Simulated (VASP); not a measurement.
# BiAs2 (Fd-3m) in VASP: a series of runs

BiAs2 is run at these levels: PBE; tasks: single point.

All numbers are computed with VASP 6.6.1; they aren't measurements. Logs are shortened: lines on timing, memory, paths and dates and some standing lists are left out, and cuts for length are marked.

## Step 1: The cell of the first run

Symmetry: Fd-3m, No. 227, cubic system. Conventional cell: a = 8.358 Å, b = 8.358 Å, c = 8.358 Å, α = 90.00°, β = 90.00°, γ = 90.00°. Bi (site symmetry -43m) has 12 As at 3.47 Å and 4 Bi at 3.62 Å within 4.6 Å. Within 3.9 Å of As (site symmetry -3m) lie 6 As at 2.96 Å and 6 Bi at 3.47 Å.

## Step 2: Single point, PBE

INCAR reads:

```
PREC = Accurate
ENCUT = 520
EDIFF = 1E-6
ISMEAR = 0
SIGMA = 0.1
LREAL = False
LASPH = True
NELM = 100
ALGO = Normal
ISIF = 2
LWAVE = False
LCHARG = True
GGA = PE
LELF = True
LVHAR = True
NBANDS = 34
```

KPOINTS reads:

```
regular mesh
0
Gamma
  4 4 4
```

POSCAR reads:

```
BiAs2
1.0
    0.0000000000      4.1792064218      4.1792064218
    4.1792064218      0.0000000000      4.1792064218
    4.1792064218      4.1792064218      0.0000000000
Bi As
2 4
Direct
    0.0000000000      0.0000000000      0.0000000000
    0.2500000000      0.2500000000      0.2500000000
    0.6250000000      0.6250000000      0.6250000000
    0.1250000000      0.6250000000      0.6250000000
    0.6250000000      0.6250000000      0.1250000000
    0.6250000000      0.1250000000      0.6250000000
```

Potentials or basis: VASP PAW PBE potentials, release 64 (Bi_d, As).

Command:

```bash
> cat potpaw_PBE.64/Bi_d/POTCAR potpaw_PBE.64/As/POTCAR > POTCAR
> mpirun -np 1 vasp_std > vasp.out
```

OUTCAR:

```text
PREC = Accurate
   ENCUT = 520
   EDIFF = 1E-6
   ISMEAR = 0
   LREAL = False
   LASPH = True
   NELM = 100
   ISIF = 2
   GGA = PE

 ion  position               nearest neighbor table
   1  0.000  0.000  0.000-   2 3.62   2 3.62   2 3.62   2 3.62
   2  0.250  0.250  0.250-   1 3.62   1 3.62   1 3.62   1 3.62
   3  0.625  0.625  0.625-
   4  0.125  0.625  0.625-
   5  0.625  0.625  0.125-
   6  0.625  0.125  0.625-

  LATTYP: Found a face centered cubic cell.
 ALAT       =     8.3584128436

  Lattice vectors:

 A1 = (   0.0000000000,   4.1792064218,   4.1792064218)
 A2 = (   4.1792064218,   0.0000000000,   4.1792064218)
 A3 = (   4.1792064218,   4.1792064218,   0.0000000000)

Analysis of symmetry for initial positions (statically):
=====================================================================
 Subroutine PRICEL returns:
 Original cell was already a primitive cell.

 Routine SETGRP: Setting up the symmetry group for a
 face centered cubic supercell.

 Subroutine GETGRP returns: Found 48 space group operations
 (whereof 24 operations were pure point group operations)
 out of a pool of 48 trial point group operations.

The static configuration has the point symmetry T_d .
 The point group associated with its full space group is O_h .

Analysis of symmetry for dynamics (positions and initial velocities):
=====================================================================
 Subroutine PRICEL returns:
 Original cell was already a primitive cell.

 Routine SETGRP: Setting up the symmetry group for a
 face centered cubic supercell.

 Subroutine GETGRP returns: Found 48 space group operations
 (whereof 24 operations were pure point group operations)
 out of a pool of 48 trial point group operations.

The dynamic configuration has the point symmetry T_d .
 The point group associated with its full space group is O_h .

 Subroutine INISYM returns: Found 48 space group operations
 (whereof 24 operations are pure point group operations),
 and found     1 'primitive' translations

----------------------------------------------------------------------------------------

[... 80 lines left out ...]
   LASPH  =      T    aspherical Exc in radial PAW
   ENCUT  =  520.0 eV  38.22 Ry    6.18 a.u.  10.99 10.99 10.99*2*pi/ulx,y,z
   NELM   =    100;   NELMIN=  2; NELMDL= -5     # of ELM steps
   EDIFF  = 0.1E-05   stopping-criterion for ELM
   LREAL  =      F    real-space projection
   EDIFFG = 0.1E-04   stopping-criterion for IOM
   NSW    =      0    number of steps for IOM
   IBRION =     -1    ionic relax: 0-MD 1-quasi-New 2-CG
   NFREE  =      0    steps in history (QN), initial steepest desc. (CG)
   ISIF   =      2    stress and relaxation
   ISYM   =      2    0-nonsym 1-usesym 2-fastsym
   POTIM  = 0.5000    time-step for ionic-motion
   TEBEG  =    0.0;   TEEND  =   0.0 temperature during run
   PSTRESS=    0.0 pullay stress
   NELECT =      50.0000    total number of electrons
   NUPDOWN=      -1.0000    fix difference up-down
   EMIN   =  10.00;   EMAX   =-10.00  energy-range for DOS
   EFERMI =   0.00;   METHOD = LEGACY
   ISMEAR =     0;   SIGMA  =   0.10  broadening in eV -4-tet -1-fermi 0-gaus
   EFERMI_NEDOS =   21; number of points for ismear=-14 and -15
   IALGO  =     38    algorithm
   IMIX   =      4    mixing-type and parameters
     AMIX     =   0.40;   BMIX     =  1.00
     AMIX_MAG =   1.60;   BMIX_MAG =  1.00
  volume/ion in A,a.u.               =      24.33       164.19
  Fermi-wavevector in a.u.,A,eV,Ry     =   1.145410  2.164511 17.850358  1.311964
  Thomas-Fermi vector in A             =   2.282099
   LORBIT       =      0    0 simple, 1 ext, 2 COOP (PROOUT), +10 PAW based schemes
   GGA     = PE    functional components
   LHFCALC =     F    Hartree Fock is set to
   AEXX    =    0.0000 exact exchange contribution
   IVDW    =     0    specifies the selected vdW correction
   LEPSILON=     F    determine dielectric tensor
   LRPA    =     F    only Hartree local field effects (RPA)
 non-spin polarized calculation
 Gauss-broadening in eV      SIGMA  =   0.10
  energy-cutoff  :      520.00
  volume of cell :      145.99
 maximum number of plane-waves:      3972
 NGX is ok and might be reduce to    48
   NGX = 21   NGY = 21   NGZ = 21

 number of electron      49.9999994 magnetization

 Free energy of the ion-electron system (eV)
  ---------------------------------------------------
  ext. energy  EPLUGINS =         0.00000000
  ---------------------------------------------------
  free energy    TOTEN  =       -24.21571813 eV

  energy without entropy =      -24.20525205  energy(sigma->0) =      -24.21048509

 E-fermi :   6.9073     XC(G=0): -10.3331

 val. band max:        6.9063270239   @ k =   0.2500   0.0000   0.0000
 cond. band min:       6.9795872037   @ k =   0.2500   0.2500   0.0000
 fundamental gap:      0.0732601798
 Fermi energy:         6.9072506643

 k-point     1 :       0.0000    0.0000    0.0000
  band No.  band energies     occupation
      1     -16.5964      2.00000
      2     -16.5964      2.00000
      3     -16.5964      2.00000
      4     -16.5858      2.00000
      5     -16.5858      2.00000
      6     -16.5448      2.00000
[... 285 lines left out ...]
     33       8.8582      0.00000
     34       8.8582      0.00000

------------------------ aborting loop because EDIFF is reached ----------------------------------------

  FORCE on cell =-STRESS in cart. coord.  units (eV):
  Direction    XX          YY          ZZ          XY          YZ          ZX
  --------------------------------------------------------------------------------------
  -------------------------------------------------------------------------------------
  Total       -2.3876266     -2.3876266     -2.3876266      0.0000000      0.0000000      0.0000000
  in kB      -26.2038761    -26.2038761    -26.2038761      0.0000000      0.0000000      0.0000000
  external PRESSURE =     -26.2038761 kB  Pullay stress =       0.0000000 kB

 VOLUME and BASIS-vectors are now :
 -----------------------------------------------------------------------------
  energy-cutoff  :      520.00
  volume of cell :      145.99
      direct lattice vectors                 reciprocal lattice vectors
     0.000000000  4.179206422  4.179206422    -0.119639939  0.119639939  0.119639939
     4.179206422  0.000000000  4.179206422     0.119639939 -0.119639939  0.119639939
     4.179206422  4.179206422  0.000000000     0.119639939  0.119639939 -0.119639939

 POSITION                                       TOTAL-FORCE (eV/Angst)
 -----------------------------------------------------------------------------------
      0.00000      0.00000      0.00000        -0.000000     -0.000000     -0.000000
      2.08960      2.08960      2.08960         0.000000      0.000000      0.000000
      5.22401      5.22401      5.22401        -0.000000     -0.000000      0.000000
      5.22401      3.13440      3.13440        -0.000000     -0.000000      0.000000
      3.13440      3.13440      5.22401        -0.000000     -0.000000      0.000000
      3.13440      5.22401      3.13440        -0.000000     -0.000000      0.000000
 -----------------------------------------------------------------------------------
    total drift:                               -0.000000      0.000000     -0.000000

  FREE ENERGIE OF THE ION-ELECTRON SYSTEM (eV)
  ---------------------------------------------------
  free  energy   TOTEN  =       -24.2157181331 eV

  energy  without entropy=      -24.2052520511  energy(sigma->0) =      -24.21048509
```

OSZICAR:

```text
N       E                     dE             d eps       ncg     rms          rms(c)
DAV:   1     0.450766293196E+03    0.45077E+03   -0.22846E+04   544   0.149E+03
DAV:   2     0.254512730286E+02   -0.42532E+03   -0.41030E+03   586   0.381E+02
DAV:   3    -0.221116626328E+02   -0.47563E+02   -0.45442E+02   692   0.136E+02
[... 16 lines left out ...]
DAV:  20    -0.242157274714E+02    0.14395E-04   -0.32524E-05   590   0.337E-02    0.170E-02
DAV:  21    -0.242157253121E+02    0.21592E-05   -0.19853E-06   342   0.851E-03    0.147E-02
DAV:  22    -0.242157198869E+02    0.54252E-05   -0.45104E-06   570   0.165E-02    0.748E-03
DAV:  23    -0.242157184608E+02    0.14262E-05   -0.15819E-06   344   0.868E-03    0.463E-03
DAV:  24    -0.242157181331E+02    0.32763E-06   -0.40151E-07   278   0.405E-03
   1 F= -.24215718E+02 E0= -.24210485E+02  d E =-.104661E-01
```

stdout:

```text
POSCAR found type information on POSCAR BiAs
 POSCAR found :  2 types and       6 ions
 scaLAPACK will be used
 LDA part: xc-table for (Slater+PW92), standard interpolation
 POSCAR, INCAR and KPOINTS ok, starting setup
 FFT: planning ... GRIDC
 FFT: planning ... GRID_SOFT
 FFT: planning ... GRID
 WAVECAR not read
 entering main loop
```

Wall time 2.1 min (1 thread of Intel Xeon Platinum 8375C at 2.90GHz (Ice Lake), shared host); peak memory 0.32 GiB.

Results:

```yaml
Free_energy: -24.2157 eV
Pressure: -2.6 GPa
Band_gap_on_the_k_mesh: zero (band 25 reaches 7.10 eV, above the bottom of band 26 at 5.60 eV)
```

Levels at points of the mesh, in eV from the Fermi level:
| k point | band 23 | band 24 | band 25 | band 26 | band 27 | band 28 |
| --- | --- | --- | --- | --- | --- | --- |
| (0.00, 0.00, 0.00) | -2.60 | -2.60 | -2.60 | 1.96 | 1.96 | 1.96 |
| (0.50, 0.00, 0.00) | -1.78 | -1.78 | -1.07 | -0.50 | 0.82 | 0.82 |
| (0.50, 0.50, 0.00) | -1.47 | -1.47 | -1.30 | -1.30 | 0.33 | 0.33 |

Caveat: spin-orbit coupling is left out, which moves the levels of the heavy elements.

## Step 3: Single point, PBE

This run uses another cell than the first one, of 23.22 Å³/atom, 0.954 times its volume.

INCAR reads:

```
  PREC = Accurate
  ENCUT = 520
  EDIFF = 1E-6
  ISMEAR = 0
  SIGMA = 0.1
  LREAL = F
  LASPH = T
  NELM = 100
  ALGO = Normal
  ISIF = 2
  LWAVE = F
  LCHARG = F
  GGA = PE
  NBANDS = 34
```

KPOINTS reads:

```
Automatic mesh
0
Gamma
  8 8 8
```

POSCAR, as its differences from that of step 2:

```diff
@@ -2,5 +2,5 @@
 1.0
-    0.0000000000      4.1792064218      4.1792064218
-    4.1792064218      0.0000000000      4.1792064218
-    4.1792064218      4.1792064218      0.0000000000
+    0.0000000000      4.1146941557      4.1146941557
+    4.1146941557      0.0000000000      4.1146941557
+    4.1146941557      4.1146941557      0.0000000000
 Bi As
```

Potentials or basis: VASP PAW PBE potentials, release 64 (Bi_d, As).

Command:

```bash
> cat potpaw_PBE.64/Bi_d/POTCAR potpaw_PBE.64/As/POTCAR > POTCAR
> mpirun -np 1 vasp_std > vasp.out
```

OUTCAR:

```text
PREC = Accurate
   ENCUT = 520
   EDIFF = 1E-6
   ISMEAR = 0
   LREAL = F
   LASPH = T
   NELM = 100
   ISIF = 2
   GGA = PE

 ion  position               nearest neighbor table
   1  0.000  0.000  0.000-   4 3.41   5 3.41   6 3.41   3 3.41   3 3.41   3 3.41   6 3.41   4 3.41
                             6 3.41   5 3.41   4 3.41   5 3.41   2 3.56   2 3.56   2 3.56   2 3.56
   2  0.250  0.250  0.250-   4 3.41   5 3.41   6 3.41   3 3.41   3 3.41   3 3.41   4 3.41   4 3.41
                             5 3.41   6 3.41   5 3.41   6 3.41   1 3.56   1 3.56   1 3.56   1 3.56
   3  0.625  0.625  0.625-   4 2.91   5 2.91   6 2.91   5 2.91   6 2.91   4 2.91   1 3.41   2 3.41
                             1 3.41   2 3.41   1 3.41   2 3.41
   4  0.125  0.625  0.625-   3 2.91   5 2.91   6 2.91   3 2.91   5 2.91   6 2.91   1 3.41   2 3.41
                             2 3.41   1 3.41   2 3.41   1 3.41
   5  0.625  0.625  0.125-   3 2.91   3 2.91   4 2.91   6 2.91   6 2.91   4 2.91   1 3.41   2 3.41
                             1 3.41   2 3.41   1 3.41   2 3.41
   6  0.625  0.125  0.625-   3 2.91   5 2.91   3 2.91   4 2.91   5 2.91   4 2.91   1 3.41   2 3.41
                             1 3.41   2 3.41   1 3.41   2 3.41

  LATTYP: Found a face centered cubic cell.
 ALAT       =     8.2293883114

  Lattice vectors:

 A1 = (   0.0000000000,   4.1146941557,   4.1146941557)
 A2 = (   4.1146941557,   0.0000000000,   4.1146941557)
 A3 = (   4.1146941557,   4.1146941557,   0.0000000000)

Analysis of symmetry for initial positions (statically):
=====================================================================
 Subroutine PRICEL returns:
 Original cell was already a primitive cell.

 Routine SETGRP: Setting up the symmetry group for a
 face centered cubic supercell.

 Subroutine GETGRP returns: Found 48 space group operations
 (whereof 24 operations were pure point group operations)
 out of a pool of 48 trial point group operations.

The static configuration has the point symmetry T_d .
 The point group associated with its full space group is O_h .

Analysis of symmetry for dynamics (positions and initial velocities):
=====================================================================
 Subroutine PRICEL returns:
 Original cell was already a primitive cell.

 Routine SETGRP: Setting up the symmetry group for a
 face centered cubic supercell.
[... 138 lines left out ...]
   LORBIT       =      0    0 simple, 1 ext, 2 COOP (PROOUT), +10 PAW based schemes
   GGA     = PE    functional components
   LHFCALC =     F    Hartree Fock is set to
   AEXX    =    0.0000 exact exchange contribution
   IVDW    =     0    specifies the selected vdW correction
   LEPSILON=     F    determine dielectric tensor
   LRPA    =     F    only Hartree local field effects (RPA)
 non-spin polarized calculation
 Gauss-broadening in eV      SIGMA  =   0.10
  energy-cutoff  :      520.00
  volume of cell :      139.33
 maximum number of plane-waves:      3812
 NGX is ok and might be reduce to    48
   NGX = 21   NGY = 21   NGZ = 21

 number of electron      49.9999999 magnetization

 Free energy of the ion-electron system (eV)
  ---------------------------------------------------
  ext. energy  EPLUGINS =         0.00000000
  ---------------------------------------------------
  free energy    TOTEN  =       -24.05673216 eV

  energy without entropy =      -24.03264185  energy(sigma->0) =      -24.04468700

 E-fermi :   7.1144     XC(G=0): -10.5455

 val. band max:        7.1142275222   @ k =   0.3750   0.3750   0.0000
 cond. band min:       7.1231895607   @ k =   0.3750   0.1250   0.0000
 fundamental gap:      0.0089620386
 Fermi energy:         7.1143667603

 k-point     1 :       0.0000    0.0000    0.0000
  band No.  band energies     occupation
      1     -16.1630      2.00000
      2     -16.1630      2.00000
      3     -16.1630      2.00000
      4     -16.1501      2.00000
      5     -16.1501      2.00000
      6     -16.1010      2.00000
[... 877 lines left out ...]
     33      10.3256      0.00000
     34      10.7045      0.00000

 [... further k-points ...]
[... 5 lines left out ...]
  --------------------------------------------------------------------------------------
  -------------------------------------------------------------------------------------
  Total        0.0185882      0.0185882      0.0185882      0.0000000     -0.0000000      0.0000000
  in kB        0.2137497      0.2137497      0.2137497      0.0000000     -0.0000000      0.0000000
  external PRESSURE =       0.2137497 kB  Pullay stress =       0.0000000 kB

 VOLUME and BASIS-vectors are now :
 -----------------------------------------------------------------------------
  energy-cutoff  :      520.00
  volume of cell :      139.33
      direct lattice vectors                 reciprocal lattice vectors
     0.000000000  4.114694156  4.114694156    -0.121515714  0.121515714  0.121515714
     4.114694156  0.000000000  4.114694156     0.121515714 -0.121515714  0.121515714
     4.114694156  4.114694156  0.000000000     0.121515714  0.121515714 -0.121515714

 POSITION                                       TOTAL-FORCE (eV/Angst)
 -----------------------------------------------------------------------------------
      0.00000      0.00000      0.00000        -0.000000     -0.000000     -0.000000
      2.05735      2.05735      2.05735        -0.000000      0.000000      0.000000
      5.14337      5.14337      5.14337         0.000000      0.000000      0.000000
      5.14337      3.08602      3.08602         0.000000      0.000000      0.000000
      3.08602      3.08602      5.14337         0.000000      0.000000      0.000000
      3.08602      5.14337      3.08602         0.000000      0.000000      0.000000
 -----------------------------------------------------------------------------------
    total drift:                               -0.000000      0.000000     -0.000000

  FREE ENERGIE OF THE ION-ELECTRON SYSTEM (eV)
  ---------------------------------------------------
  free  energy   TOTEN  =       -24.0567321580 eV

  energy  without entropy=      -24.0326418500  energy(sigma->0) =      -24.04468700
```

Wall time 3 min (1 thread of Intel Xeon Platinum 8375C at 2.90GHz (Ice Lake), shared host); peak memory 0.38 GiB.

Results:

- Free energy: -24.0567 eV
- Pressure: 0.0 GPa
- Band gap on the k mesh: zero (band 25 reaches 7.66 eV, above the bottom of band 26 at 6.08 eV)

Levels at points of the mesh, in eV from the Fermi level:
```tsv
k point	band 22	band 23	band 24	band 25	band 26	band 27	band 28	band 29
(0.00, 0.00, 0.00)	-2.96	-2.46	-2.46	-2.46	2.43	2.43	2.43	2.79
(0.50, 0.00, 0.00)	-1.89	-1.54	-1.54	-0.63	-0.08	1.21	1.21	1.82
(0.50, 0.50, 0.00)	-1.25	-1.08	-1.08	-1.03	-1.03	0.66	0.66	1.12
```

Caveat: spin-orbit coupling is left out, which moves the levels of the heavy elements.
